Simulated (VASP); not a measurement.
Here is a VASP 6.6.1 calculation.

File INCAR:

```
SYSTEM = Ru
ALGO = Fast
EDIFF = 1E-6
ENCUT = 520
GGA = PE
ISIF = 2
ISMEAR = 0
LASPH = .TRUE.
LCHARG = .TRUE.
LELF = .TRUE.
LREAL = .FALSE.
LVHAR = .TRUE.
LWAVE = .FALSE.
NBANDS = 21
NELM = 80
PREC = Accurate
SIGMA = 0.15
```

Contents of KPOINTS:

```
k-points
0
G
  21 21 12
  0 0 0
```

Contents of POSCAR:

```
Ru
1.0
    2.9056373459      0.0000000000      0.0000000000
   -1.4528186730      2.5163557557      0.0000000000
    0.0000000000      0.0000000000      4.0658583381
Ru
2
Direct
    0.3333333333      0.6666666667      0.2500000000
    0.6666666667      0.3333333333      0.7500000000
```

Potentials or basis: VASP PAW PBE potentials, release 64 (Ru_pv).

The run is started by

```console
$ cat potpaw_PBE.64/Ru_pv/POTCAR > POTCAR
$ mpirun -np 1 vasp_std > vasp.out
```

**Question.** Estimate the pressure.

**Answer.** -14.7 GPa.

**Question.** What does it give for the band gap on the k mesh?

**Answer.** Zero (band 14 reaches 12.45 eV, above the bottom of band 15 at 9.98 eV).

Stress tensor (GPa, compression positive):
```
-26.00   0.00   0.00
  0.00 -26.00   0.00
  0.00   0.00   7.94
```
